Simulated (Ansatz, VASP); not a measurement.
## MnO: VASP beside Ansatz

Contents of INCAR:

```
  PREC = Accurate
  ENCUT = 600
  EDIFF = 1E-6
  ISMEAR = -1
  SIGMA = 0.05
  LREAL = F
  LASPH = T
  NELM = 150
  ALGO = Normal
  ISIF = 3
  LWAVE = F
  LCHARG = F
  ISPIN = 2
  MAGMOM = 4 0
  LORBIT = 11
  LMAXMIX = 4
  GGA = B5
  ALDAX = 1.0
  AGGAX = 1.0
  AGGAC = 1.0
  ALDAC = 0.0
  IVDW = 12
  VDW_S6 = 1.0
  VDW_S8 = 2.6996
  VDW_A1 = 0.4298
  VDW_A2 = 4.2359
  IBRION = 2
  NSW = 80
  EDIFFG = -0.005
```

File KPOINTS:

```
Automatic mesh
0
Gamma
  10 10 10
```

Contents of POSCAR:

```
MnO
1.0
    0.0000000000      2.2239077028      2.2239077028
    2.2239077028      0.0000000000      2.2239077028
    2.2239077028      2.2239077028      0.0000000000
Mn O
1 1
Direct
    0.0000000000      0.0000000000      0.0000000000
    0.5000000000      0.5000000000      0.5000000000
```

The input input.yaml:

```yaml
crystal:
  lattice:
    - [0.0, 2.2239077028, 2.2239077028]
    - [2.2239077028, 0.0, 2.2239077028]
    - [2.2239077028, 2.2239077028, 0.0]
  atoms:
    - { symbol: Mn, position: [0.0, 0.0, 0.0], spin: 4.0 }
    - { symbol: O, position: [0.5, 0.5, 0.5] }
kpoints:
  mp_grid: { grid: [10, 10, 10] }
scf:
  occupations: { method: fermi_dirac, width: 0.05 }
hamiltonian:
  xc: blyp
  dispersion: d3bj
  pseudopotentials: { kind: all_electron, lapw: { basis_error: 0.001 } }
magnetization:
  spin_polarized: true
output:
  forces: true
  stress: true
relax:
  f_tol: 0.005
  max_steps: 60
  cell: {}
```

Alike in both runs: task relaxation of cell and atoms; functional BLYP; dispersion D3(BJ); k mesh 10 × 10 × 10; occupations fermi-dirac, width 0.05 eV; collinear spin.

|  | VASP | Ansatz |
| --- | --- | --- |
| version | VASP 6.6.1 | Ansatz 0.2.0 |
| potentials or method | VASP PAW PBE potentials, release 64 (Mn_pv, O), cutoff 600 eV | all-electron LAPW, scalar-relativistic |

|  | VASP | Ansatz | Ansatz less VASP |
| --- | --- | --- | --- |
| net moment per atom (μB) | 2.50 | 2.36 | -0.139 |
| size of the moment on the site where the two differ most (μB) | 4.54 | 4.25 | -0.290 |
| relaxed volume (Å³/atom) | 19.39 | 11.05 | -8.345 |
| relaxed length of the cell vector where the two differ most in proportion (Å) | 3.799 | 3.150 | -0.6498 |

The net moments are unlike, so the other rows may belong to different states. VASP's potentials were made for PBE, not for BLYP. Site moments also hang on the region over which each program counts them. Ansatz ran all-electron here, and VASP with PAW potentials.

Noted on VASP's run: the volume moved by over 15 % at a fixed basis, so the end points are rough.
